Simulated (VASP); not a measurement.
Set up this calculation in VASP 6.6.1, as the native input.

```
Task                   : relaxation of cell and atoms
Functional             : PBE
Potentials or basis    : VASP PAW PBE potentials, release 64 (Ba_sv, Te)
Cutoff                 : 600 eV
k mesh                 : 11 × 11 × 11
Occupations            : fermi-dirac, width 0.05 eV
Spin                   : no spin polarisation
Dipole correction      : no
Further INCAR settings : ALGO = Normal; EDIFF = 1e-06; IBRION = 2; EDIFFG = -0.005; NSW = 100; ISIF = 3
```

The structure of BaTe (zincblende type) lies in POSCAR:

```
BaTe
1.0
    0.0000000000      3.2195088072      3.2195088072
    3.2195088072      0.0000000000      3.2195088072
    3.2195088072      3.2195088072      0.0000000000
Ba Te
1 1
Direct
    0.0000000000      0.0000000000      0.0000000000
    0.2500000000      0.2500000000      0.2500000000
```

The input as run:

INCAR

```
SYSTEM = BaTe
  PREC = Accurate
  ENCUT = 600
  EDIFF = 1E-6
  ISMEAR = -1
  SIGMA = 0.05
  LREAL = .FALSE.
  LASPH = .TRUE.
  NELM = 100
  ALGO = Normal
  ISIF = 3
  LWAVE = .FALSE.
  LCHARG = .FALSE.
  GGA = PE
  IBRION = 2
  NSW = 100
  EDIFFG = -0.005
```

KPOINTS

```
regular mesh
0
G
  11 11 11
  0 0 0
```

Potentials or basis: VASP PAW PBE potentials, release 64 (Ba_sv, Te).

Launch:

```sh
$ cat potpaw_PBE.64/Ba_sv/POTCAR potpaw_PBE.64/Te/POTCAR > POTCAR
$ mpirun -np 1 vasp_std > vasp.out
```

It gave:

* Relaxed volume: 60.64 Å³/atom
* Relaxed cell: a = 5.556 Å, b = 5.556 Å, c = 5.556 Å, α = 60.00°, β = 60.00°, γ = 60.00°
* Space group after relaxing (to 0.1 Å): F-43m (No. 216)
* Energy gained by relaxing: 1873.3 meV/atom
* Ionic steps: 5
* Pressure after relaxing: 0.0 GPa
* Band gap on the k mesh: 2.57 eV (least direct gap 2.94 eV)

Caveat: the volume moved by over 15 % at a fixed basis, so the end points are rough; spin-orbit coupling is left out, which moves the levels of the heavy elements; an odd mesh through Γ misses points on the zone boundary, where band edges can lie.

Wall time 110 s on 1 thread of Intel(R) Xeon(R) 6975P-C (Granite Rapids) (shared host), peak memory 0.24 GiB.
